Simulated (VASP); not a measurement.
# C (Cm) in VASP: single point with r2SCAN

Aim: the single point of C with r2SCAN.

Everything below comes from runs of VASP 6.6.1. Logs are shortened: lines on timing, memory, paths and dates and some standing lists are left out, and cuts for length are marked.

**1. The cell of the first run**

It takes space group Cm (No. 8, monoclinic). The conventional cell has a = 4.350 Å, b = 2.511 Å, c = 10.361 Å, α = 90.00°, β = 94.01°, γ = 90.00°. Within 2.1 Å of C (site symmetry m) lie 4 C at 1.54 Å. C (site symmetry m) has 4 C at 1.54 Å within 2.1 Å. C (site symmetry m) has 4 C at 1.54 Å within 2.1 Å. C (site symmetry m) has 4 C at 1.54 Å within 2.1 Å. Within 2.1 Å of C (site symmetry m) lie 4 C at 1.54 Å. C (site symmetry m) has 4 C at 1.54 Å within 2.1 Å. Within 2.1 Å of C (site symmetry m) lie 5 C at 1.54 to 2.01 Å. C (site symmetry m) has 4 C at 1.54 to 1.57 Å within 2.1 Å.

**2. Single point, r2SCAN (the part above a cut slid along it)**

Contents of POSCAR:

```
C
1.0
   -2.5113391176      0.0000000000      0.0000000000
   -1.2556695588     -2.1748834734      0.0000000000
    0.0000000000      0.7249611578     10.3359979276
C
10
Direct
   -0.4122589006      0.0248178013      0.8741534038
    0.6125589006      0.9751821987      0.7252465962
    0.0458020186      0.1086959628      0.1257878883
    0.6544979814      0.8913040372      0.4736121117
    0.0209657062      0.1583685877      0.2748057630
    0.6793342938      0.8416314123      0.3245942370
   -0.0872765890      0.3748531780      0.9242595341
    0.2875765890      0.6251468220      0.6751404659
    0.3874837215      0.4253325570      0.0756976711
    0.3128162785      0.5746674430      0.5237023289
```

Contents of INCAR.step1:

```
PREC = Accurate
ENCUT = 520
ISMEAR = 0
SIGMA = 0.05
LREAL = F
LASPH = T
NELM = 60
NBANDS = 31
GGA = PE
ALGO = Normal
EDIFF = 1E-4
LWAVE = T
LCHARG = F
```

Contents of INCAR.step2:

```
PREC = Accurate
ENCUT = 520
EDIFF = 1E-6
ISMEAR = 0
SIGMA = 0.05
LREAL = F
LASPH = T
NELM = 60
ALGO = Normal
ISIF = 2
LWAVE = F
LCHARG = T
METAGGA = R2SCAN
LMIXTAU = T
LELF = T
LVHAR = T
NBANDS = 31
ISTART = 1
```

Contents of KPOINTS:

```
Automatic mesh
0
Gamma
  10 10 3
```

Potentials or basis: VASP PAW PBE potentials, release 64 (C).

The run is started by

```
$ cat potpaw_PBE.64/C/POTCAR > POTCAR
$ cp INCAR.step1 INCAR
$ mpirun -np 1 vasp_std > vasp.out
$ cp INCAR.step2 INCAR
$ mpirun -np 1 vasp_std > vasp.out
```

OUTCAR:

```text
PREC = Accurate
   ENCUT = 520
   EDIFF = 1E-6
   ISMEAR = 0
   LREAL = F
   LASPH = T
   NELM = 60
   ISIF = 2
   METAGGA = R2SCAN
   ISTART = 1

 ion  position               nearest neighbor table
   1  0.588  0.025  0.874-   2 1.54   7 1.54   7 1.54   7 1.54
   2  0.613  0.975  0.725-   1 1.54   8 1.54   8 1.54   8 1.54
   3  0.046  0.109  0.126-   9 1.54   9 1.54   9 1.54   5 1.54
   4  0.654  0.891  0.474-  10 1.54  10 1.54  10 1.54   6 1.54
   5  0.021  0.158  0.275-   6 1.54   6 1.54   6 1.54   3 1.54
   6  0.679  0.842  0.325-   5 1.54   5 1.54   5 1.54   4 1.54
   7  0.913  0.375  0.924-   1 1.54   1 1.54   1 1.54   9 2.01   9 2.01
   8  0.288  0.625  0.675-   2 1.54   2 1.54   2 1.54  10 1.57
   9  0.387  0.425  0.076-   3 1.54   3 1.54   3 1.54   7 2.01   7 2.01
  10  0.313  0.575  0.524-   4 1.54   4 1.54   4 1.54   8 1.57

  LATTYP: Found a base centered monoclinic cell.
 ALAT       =     4.3497669468
 B/A-ratio  =     0.5773502692
 C/A-ratio  =     2.3820565673
 COS(beta)  =    -0.0699675520

  Lattice vectors:

 A1 = (  -1.2556695588,  -2.1748834734,   0.0000000000)
 A2 = (   1.2556695588,  -2.1748834734,   0.0000000000)
 A3 = (   0.0000000000,   0.7249611578,  10.3359979276)

Analysis of symmetry for initial positions (statically):
=====================================================================
 Subroutine PRICEL returns:
 Original cell was already a primitive cell.

 Routine SETGRP: Setting up the symmetry group for a
 base centered monoclinic supercell.

 Subroutine GETGRP returns: Found  2 space group operations
 (whereof  1 operations were pure point group operations)
 out of a pool of  4 trial point group operations.

The static configuration has the point symmetry C_1 .
 The point group associated with its full space group is C_1h.

Analysis of symmetry for dynamics (positions and initial velocities):
=====================================================================
 Subroutine PRICEL returns:
 Original cell was already a primitive cell.

 Routine SETGRP: Setting up the symmetry group for a
 base centered monoclinic supercell.

 Subroutine GETGRP returns: Found  2 space group operations
 (whereof  1 operations were pure point group operations)
 out of a pool of  4 trial point group operations.

The dynamic configuration has the point symmetry C_1 .
 The point group associated with its full space group is C_1h.

 Subroutine INISYM returns: Found  2 space group operations
 (whereof  1 operations are pure point group operations),
 and found     1 'primitive' translations

----------------------------------------------------------------------------------------

                                     Primitive cell

  volume of cell :      56.4539

  direct lattice vectors                    reciprocal lattice vectors
    -2.511339118  0.000000000  0.000000000    -0.398193933  0.229897374 -0.016124874
    -1.255669559 -2.174883473  0.000000000     0.000000000 -0.459794749  0.032249748
     0.000000000  0.724961158 10.335997928     0.000000000  0.000000000  0.096749245

  length of vectors
     2.511339118  2.511339118 10.361390922     0.460077409  0.460924351  0.096749245

  position of ions in fractional coordinates (direct lattice)
     0.587741099  0.024817801  0.874153404
     0.612558901  0.975182199  0.725246596
     0.045802019  0.108695963  0.125787888
     0.654497981  0.891304037  0.473612112
     0.020965706  0.158368588  0.274805763
     0.679334294  0.841631412  0.324594237
     0.912723411  0.374853178  0.924259534
     0.287576589  0.625146822  0.675140466
     0.387483721  0.425332557  0.075697671
     0.312816279  0.574667443  0.523702329

  ion indices of the primitive-cell ions
   primitive index   ion index
                 1           1
                 2           2
                 3           3
                 4           4
                 5           5
                 6           6
                 7           7
                 8           8
                 9           9
                10          10

----------------------------------------------------------------------------------------

 KPOINTS: Automatic mesh

Automatic generation of k-mesh.
 Grid dimensions read from file:
 generate k-points for:   10   10    3

 Generating k-lattice:

  Cartesian coordinates                     Fractional coordinates (reciprocal lattice)
    -0.039819393  0.022989737 -0.001612487     0.100000000  0.000000000 -0.000000000
     0.000000000 -0.045979475  0.003224975     0.000000000  0.100000000  0.000000000
     0.000000000  0.000000000  0.032249748     0.000000000  0.000000000  0.333333333

  Length of vectors
     0.046007741  0.046092435  0.032249748

  Shift w.r.t. Gamma in fractional coordinates (k-lattice)
     0.000000000  0.000000000  0.000000000

 Subroutine IBZKPT returns following result:
 ===========================================

 Found     86 irreducible k-points:

 Following reciprocal coordinates:
            Coordinates               Weight
  0.000000  0.000000  0.000000      1.000000
  0.100000 -0.000000 -0.000000      4.000000
  0.200000 -0.000000 -0.000000      4.000000
  0.300000 -0.000000  0.000000      4.000000
  0.400000  0.000000  0.000000      4.000000
  0.500000 -0.000000  0.000000      2.000000
[... 16 lines left out ...]
  0.000000  0.300000  0.000000      2.000000
 -0.400000  0.300000 -0.000000      2.000000
 [... further k-points ...]
   k-points           NKPTS =     86   k-points in BZ     NKDIM =     86   number of bands    NBANDS=     31
   number of dos      NEDOS =    301   number of ions     NIONS =     10
   total plane-waves  NPLWV =  32000
   dimension x,y,z NGX =    20 NGY =   20 NGZ =   80
   dimension x,y,z NGXF=    40 NGYF=   40 NGZF=  160
   ions per type =              10
   NGX,Y,Z   is equivalent  to a cutoff of  13.24, 13.24, 12.84 a.u.
   NGXF,Y,Z  is equivalent  to a cutoff of  26.48, 26.48, 25.67 a.u.
 SYSTEM =  unknown system
   PREC   = accura    normal or accurate (medium, high low for compatibility)
   ISTART =      1    job   : 0-new  1-cont  2-samecut
   ICHARG =      0    charge: 1-file 2-atom 10-const
   ISPIN  =      1    spin polarized calculation?
   LNONCOLLINEAR =      F non collinear calculations
   LSORBIT =      F    spin-orbit coupling
   LASPH  =      T    aspherical Exc in radial PAW
   ENCUT  =  520.0 eV  38.22 Ry    6.18 a.u.   4.67  4.67 19.27*2*pi/ulx,y,z
   NELM   =     60;   NELMIN=  2; NELMDL=  0     # of ELM steps
   EDIFF  = 0.1E-05   stopping-criterion for ELM
   LREAL  =      F    real-space projection
   EDIFFG = 0.1E-04   stopping-criterion for IOM
   NSW    =      0    number of steps for IOM
   IBRION =     -1    ionic relax: 0-MD 1-quasi-New 2-CG
   NFREE  =      0    steps in history (QN), initial steepest desc. (CG)
   ISIF   =      2    stress and relaxation
   ISYM   =      2    0-nonsym 1-usesym 2-fastsym
   POTIM  = 0.5000    time-step for ionic-motion
   TEBEG  =    0.0;   TEEND  =   0.0 temperature during run
   PSTRESS=    0.0 pullay stress
   NELECT =      40.0000    total number of electrons
   NUPDOWN=      -1.0000    fix difference up-down
   EMIN   =  10.00;   EMAX   =-10.00  energy-range for DOS
   EFERMI =   0.00;   METHOD = LEGACY
   ISMEAR =     0;   SIGMA  =   0.05  broadening in eV -4-tet -1-fermi 0-gaus
   EFERMI_NEDOS =   21; number of points for ismear=-14 and -15
   IALGO  =     38    algorithm
   IMIX   =      4    mixing-type and parameters
     AMIX     =   0.40;   BMIX     =  1.00
     AMIX_MAG =   1.60;   BMIX_MAG =  1.00
  volume/ion in A,a.u.               =       5.65        38.10
  Fermi-wavevector in a.u.,A,eV,Ry     =   1.459476  2.758009 28.981357  2.130070
  Thomas-Fermi vector in A             =   2.576038
   LORBIT       =      0    0 simple, 1 ext, 2 COOP (PROOUT), +10 PAW based schemes
   METAGGA = R2SCAN    functional components
   LHFCALC =     F    Hartree Fock is set to
   AEXX    =    0.0000 exact exchange contribution
   IVDW    =     0    specifies the selected vdW correction
   LEPSILON=     F    determine dielectric tensor
   LRPA    =     F    only Hartree local field effects (RPA)
 non-spin polarized calculation
 Gauss-broadening in eV      SIGMA  =   0.05
  energy-cutoff  :      520.00
  volume of cell :       56.45
 maximum number of plane-waves:      1544
   NGX =  9   NGY =  9   NGZ = 39

 number of electron      39.9999998 magnetization

 Free energy of the ion-electron system (eV)
  ---------------------------------------------------
  ext. energy  EPLUGINS =         0.00000000
  ---------------------------------------------------
  free energy    TOTEN  =       -93.79231375 eV

  energy without entropy =      -93.79079177  energy(sigma->0) =      -93.79155276

 E-fermi :   9.9465     XC(G=0): -14.3341

 val. band max:        9.9167175318   @ k =   0.5000  -0.0000   0.0000
 cond. band min:       9.9633926019   @ k =   0.2000  -0.0000  -0.0000
 fundamental gap:      0.0466750701
 Fermi energy:         9.9464610567

 k-point     1 :       0.0000    0.0000    0.0000
  band No.  band energies     occupation
      1     -12.9750      2.00000
      2     -11.8862      2.00000
      3     -11.7609      2.00000
      4      -8.6218      2.00000
      5      -8.5113      2.00000
      6      -2.3940      2.00000
[... 23 lines left out ...]
     30      18.3010      0.00000
     31      18.6410      0.00000

 k-point     2 :       0.1000   -0.0000   -0.0000
  band No.  band energies     occupation
      1     -12.7149      2.00000
      2     -11.6397      2.00000
      3     -11.4921      2.00000
      4      -8.4080      2.00000
      5      -8.2352      2.00000
      6      -2.2047      2.00000
[... 23 lines left out ...]
     30      18.9155      0.00000
     31      19.2437      0.00000

 k-point     3 :       0.2000   -0.0000   -0.0000
  band No.  band energies     occupation
      1     -11.9387      2.00000
      2     -10.8978      2.00000
      3     -10.6978      2.00000
      4      -7.7368      2.00000
      5      -7.4499      2.00000
      6      -1.6633      2.00000
[... 23 lines left out ...]
     30      20.2678      0.00000
     31      20.6057      0.00000

 k-point     4 :       0.3000   -0.0000    0.0000
  band No.  band energies     occupation
      1     -10.6622      2.00000
      2      -9.6704      2.00000
      3      -9.4039      2.00000
      4      -6.6210      2.00000
      5      -6.2034      2.00000
      6      -1.2361      2.00000
[... 23 lines left out ...]
     30      20.4174      0.00000
     31      21.1393      0.00000

 k-point     5 :       0.4000    0.0000    0.0000
  band No.  band energies     occupation
      1      -8.9330      2.00000
      2      -8.0233      2.00000
      3      -7.6733      2.00000
      4      -5.3286      2.00000
      5      -4.6642      2.00000
      6      -3.1647      2.00000
[... 23 lines left out ...]
     30      20.7649      0.00000
     31      21.2457      0.00000
[... 542 lines left out ...]
     30      21.1513      0.00000
     31      21.4803      0.00000

 k-point    22 :      -0.1000    0.2000    0.0000
  band No.  band energies     occupation
      1     -11.1673      2.00000
      2     -10.2320      2.00000
      3      -9.8421      2.00000
      4      -7.1983      2.00000
      5      -6.5652      2.00000
      6      -1.3623      2.00000
[... 23 lines left out ...]
     30      20.7445      0.00000
     31      21.0463      0.00000

 k-point    23 :       0.0000    0.3000    0.0000
  band No.  band energies     occupation
      1     -10.6597      2.00000
      2      -9.7641      2.00000
      3      -9.3116      2.00000
      4      -6.7862      2.00000
      5      -6.0541      2.00000
      6      -1.3504      2.00000
[... 23 lines left out ...]
     30      19.9550      0.00000
     31      20.6039      0.00000

 k-point    24 :      -0.4000    0.3000   -0.0000
  band No.  band energies     occupation
      1      -6.4362      2.00000
      2      -5.6744      2.00000
      3      -5.4183      2.00000
      4      -4.6026      2.00000
      5      -3.6526      2.00000
      6      -3.4485      2.00000
[... 23 lines left out ...]
     30      22.8751      0.00000
     31      23.2791      0.00000

 [... further k-points ...]
[... 5 lines left out ...]
  --------------------------------------------------------------------------------------
  -------------------------------------------------------------------------------------
  Total       -4.3975089      1.3509918      9.2057582      0.0000000      0.1329136      0.0000000
  in kB     -124.8025750     38.3415367    261.2620791      0.0000000      3.7721256      0.0000000
  external PRESSURE =      58.2670136 kB  Pullay stress =       0.0000000 kB

 VOLUME and BASIS-vectors are now :
 -----------------------------------------------------------------------------
  energy-cutoff  :      520.00
  volume of cell :       56.45
      direct lattice vectors                 reciprocal lattice vectors
    -2.511339118  0.000000000  0.000000000    -0.398193933  0.229897374 -0.016124874
    -1.255669559 -2.174883473  0.000000000     0.000000000 -0.459794749  0.032249748
     0.000000000  0.724961158 10.335997928     0.000000000  0.000000000  0.096749245

 POSITION                                       TOTAL-FORCE (eV/Angst)
 -----------------------------------------------------------------------------------
     -1.50718      0.57975      9.03525         0.000000      0.692794     -0.002137
     -2.76285     -1.59513      7.49615        -0.000000      0.383536     -0.655457
     -0.25151     -0.14521      1.30014         0.000000      0.709717     -0.019531
     -2.76285     -1.59513      4.89525         0.000000      0.021839      0.166064
     -0.25151     -0.14521      2.84039         0.000000      0.402216      0.680590
     -2.76285     -1.59513      3.35501         0.000000     -0.017954     -0.193048
     -2.76285     -0.14521      9.55314         0.000000     -1.108117     -3.392194
     -1.50718     -0.87017      6.97825         0.000000      0.007255      0.172811
     -1.50718     -0.87017      0.78241         0.000000     -1.092520      3.408151
     -1.50718     -0.87017      5.41299         0.000000      0.001234     -0.165250
 -----------------------------------------------------------------------------------
    total drift:                               -0.000000      0.000003     -0.001518

  FREE ENERGIE OF THE ION-ELECTRON SYSTEM (eV)
  ---------------------------------------------------
  free  energy   TOTEN  =       -93.7923137544 eV

  energy  without entropy=      -93.7907917655  energy(sigma->0) =      -93.79155276
```

Wall time 4.4 min (1 thread of Intel Xeon 6975P-C (Granite Rapids), shared host); peak memory 0.23 GiB.

What came out:

| Quantity | Value |
| --- | --- |
| Free energy | -93.7923 eV |
| Pressure | 5.8 GPa |
| Largest force | 3.579 eV/Å |
| Band gap on the k mesh | zero (bands 20 and 21 overlap by 0.60 eV) |

Forces in eV/Å, atoms in the order of the input:
```
C    0.000  0.693 -0.002
C    0.000  0.384 -0.655
C    0.000  0.710 -0.020
C    0.000  0.022  0.166
C    0.000  0.402  0.681
C    0.000 -0.018 -0.193
C    0.000 -1.108 -3.392
C    0.000  0.007  0.173
C    0.000 -1.093  3.408
C    0.000  0.001 -0.165
```

Levels at points of the mesh, in eV from the Fermi level:
| k point | band 17 | band 18 | band 19 | band 20 | band 21 | band 22 | band 23 | band 24 |
| --- | --- | --- | --- | --- | --- | --- | --- | --- |
| (0.00, 0.00, 0.00) | -0.60 | -0.54 | -0.29 | 0.48 | 5.17 | 5.79 | 6.07 | 6.17 |
| (0.50, 0.00, 0.00) | -5.00 | -4.41 | -3.57 | -0.03 | 0.04 | 5.02 | 5.57 | 6.25 |
| (0.00, 0.50, 0.00) | -5.03 | -3.74 | -3.70 | -3.00 | 3.47 | 5.03 | 5.86 | 6.67 |

Caveat: the cell differs from its parent crystal (the part above a cut slid along it); the stress differs along the axes, from -12 to 26 GPa; the PAW data sets were made with another functional, which shifts forces and pressure a little.

The gap in the log of VASP goes by the Fermi energy; the results here count the filled bands.